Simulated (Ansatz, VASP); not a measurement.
One calculation of Fe3Co2, two programs

```xyz
10
Lattice="2.4816 0.0000 0.0000 -1.2408 2.1491 0.0000 0.0000 0.0000 19.9295" Properties=species:S:1:pos:R:3 pbc="T T T"
Fe    0.0000    1.4328   18.9412
Fe    0.0000    1.4328    7.0254
Fe    0.0000    1.4328   10.9649
Fe    1.2408    0.7164   12.9040
Fe    1.2408    0.7164    0.9883
Fe    1.2408    0.7164    8.9645
Co    0.0000    1.4328   14.8844
Co    0.0000    1.4328    3.0055
Co    1.2408    0.7164   16.9240
Co    1.2408    0.7164    5.0451
```

Alike in both runs: functional PBE; k mesh 6 × 6 × 1; occupations gaussian, width 0.1 eV; collinear spin.

Ansatz relaxed the structure, and its values are those at the end. VASP's run is a single point on that final structure, the one shown.

```csv
,VASP,Ansatz
version,VASP 6.6.1,Ansatz 0.2.0
potentials or method,"VASP PAW PBE potentials, release 64 (Fe, Co), cutoff 520 eV","scalar-relativistic, plane waves, PAW"
valence electrons in the cell,84,164
```

```tsv
	VASP	Ansatz	Ansatz less VASP
gap on the k mesh at the Fermi level (eV)	none	none	-
pressure (GPa)	1.8	-0.1	-1.86
rms of the force components (eV/Å)	0.244	0.007	-0.2370
net moment per atom (μB)	0.37	0.00	-0.367
size of the moment on the site where the two differ most (μB)	1.34	0.76	-0.578
```

The net moments are unlike, so the other rows may belong to different states. Site moments also hang on the region over which each program counts them. A gap of «none» marks a metal or a gap that the smearing closes. VASP's potentials hold 84 valence electrons a cell and Ansatz's 164, so a difference there can come from the potentials and not from the codes. Ansatz's warnings: seeded moment not kept.

The k mesh is coarse, so the values compare programs but aren't converged.
